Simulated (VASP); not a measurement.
Wanted: the native input for a VASP 6.6.1 run.

```
Task                   : single point
Functional             : PBE
Potentials or basis    : VASP PAW PBE potentials, release 64 (Ga_d, N)
Cutoff                 : 520 eV
k mesh                 : 12 × 12 × 7
Occupations            : fermi-dirac, width 0.1 eV
Spin                   : no spin polarisation
Dipole correction      : no
Further INCAR settings : ALGO = Normal; EDIFF = 1e-06; NBANDS = 26
```

The structure of GaN (NiAs type) lies in POSCAR:

```
GaN
1.0
    2.7390364142      0.0000000000      0.0000000000
   -1.3695182071      2.3720751166      0.0000000000
    0.0000000000      0.0000000000      4.7413997215
Ga N
2 2
Direct
    0.0000000000      0.0000000000      0.0000000000
    0.0000000000      0.0000000000      0.5000000000
    0.3333333333      0.6666666667      0.2500000000
    0.6666666667      0.3333333333      0.7500000000
```

These files were run (other wordings do the same):

INCAR

```
PREC     = Accurate       # precision mode
ENCUT    = 520            # plane-wave cutoff, eV
EDIFF    = 1E-6           # SCF threshold, eV
ISMEAR   = -1             # smearing method
SIGMA    = 0.1            # smearing width, eV
LREAL    = F              # projectors in reciprocal space
LASPH    = T              # aspherical terms in the spheres
NELM     = 80             # most SCF steps
ALGO     = Normal         # electronic algorithm
ISIF     = 2              # what is computed and relaxed
LWAVE    = F              # write WAVECAR
LCHARG   = F              # write CHGCAR
GGA      = PE             # functional
NBANDS   = 26             # bands
```

KPOINTS

```
Automatic mesh
0
Gamma
  12 12 7
```

Potentials or basis: VASP PAW PBE potentials, release 64 (Ga_d, N).

The run is started by

```bash
$ cat potpaw_PBE.64/Ga_d/POTCAR potpaw_PBE.64/N/POTCAR > POTCAR
$ mpirun -np 1 vasp_std > vasp.out
```

Results of the run:

| Item | Value |
| --- | --- |
| Pressure | 92.2 GPa |
| Band gap on the k mesh | 2.53 eV, indirect (least direct gap 4.37 eV) |

Wall time 32 s on 1 thread of Intel(R) Xeon(R) Platinum 8559C (Emerald Rapids) (shared host), peak memory 0.17 GiB.
